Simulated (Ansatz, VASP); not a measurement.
**C: VASP beside Ansatz**

```
CELL_PARAMETERS angstrom
0.00000 1.78017 1.78017
1.78017 0.00000 1.78017
1.78017 1.78017 0.00000
ATOMIC_POSITIONS crystal
C 0.00000 0.00000 0.00000
C 0.25000 0.25000 0.25000
```

Alike in both runs: task relaxation of cell and atoms; functional r2SCAN; k mesh 12 × 12 × 12; occupations gaussian, width 0.02 eV; no spin polarisation.

|  | VASP | Ansatz |
| --- | --- | --- |
| version | VASP 6.6.1 | Ansatz 0.2.0 |
| potentials or method | VASP PAW PBE potentials, release 64 (C), cutoff 600 eV | scalar-relativistic, plane waves, PAW |
| valence electrons in the cell | 8 | 8 |

|  | VASP | Ansatz | Ansatz less VASP |
| --- | --- | --- | --- |
| gap on the k mesh at the Fermi level, each at its own relaxed structure (eV) | 4.35 | 4.39 | +0.032 |
| relaxed volume (Å³/atom) | 5.65 | 5.64 | -0.004 |
| relaxed cell length with the largest relative difference (Å) | 2.518 | 2.518 | -0.0006 |

VASP's potentials were made for PBE, not for r2SCAN.
